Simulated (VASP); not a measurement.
Nb, 1 atom in the cell. It takes space group Im-3m (No. 229, cubic). Conventional cell: a = 3.328 Å, b = 3.328 Å, c = 3.328 Å, α = 90.00°, β = 90.00°, γ = 90.00°. Nb (site symmetry m-3m) has 14 Nb at 2.88 to 3.33 Å within 3.8 Å. 

| Item | Value |
| --- | --- |
| Program | VASP 6.6.1 |
| Task | relaxation of cell and atoms |
| Functional | r2SCAN |
| Potentials or basis | VASP PAW PBE potentials, release 64 (Nb_sv) |
| Cutoff | 600 eV |
| k mesh | 18 × 18 × 18 |
| Occupations | gaussian, width 0.1 eV |
| Spin | no spin polarisation |
| Dipole correction | no |
| Further INCAR settings | ALGO = Normal; EDIFF = 1e-06; IBRION = 2; EDIFFG = -0.005; NSW = 100; ISIF = 3 |

Potentials or basis: VASP PAW PBE potentials, release 64 (Nb_sv).

The run is started by

```console
$ cat potpaw_PBE.64/Nb_sv/POTCAR > POTCAR
$ cp INCAR.step1 INCAR
$ mpirun -np 1 vasp_std > vasp.out
$ cp INCAR.step2 INCAR
$ mpirun -np 1 vasp_std > vasp.out
```

Hardware: 1 thread of Intel(R) Xeon(R) 6975P-C (Granite Rapids), on a shared host.

Estimate the wall time of this run.

Run time: 2.7 min on 1 thread of Intel(R) Xeon(R) 6975P-C (Granite Rapids), with other jobs on the host, peak memory 0.18 GiB. Counts: k points 195, ion steps 4.
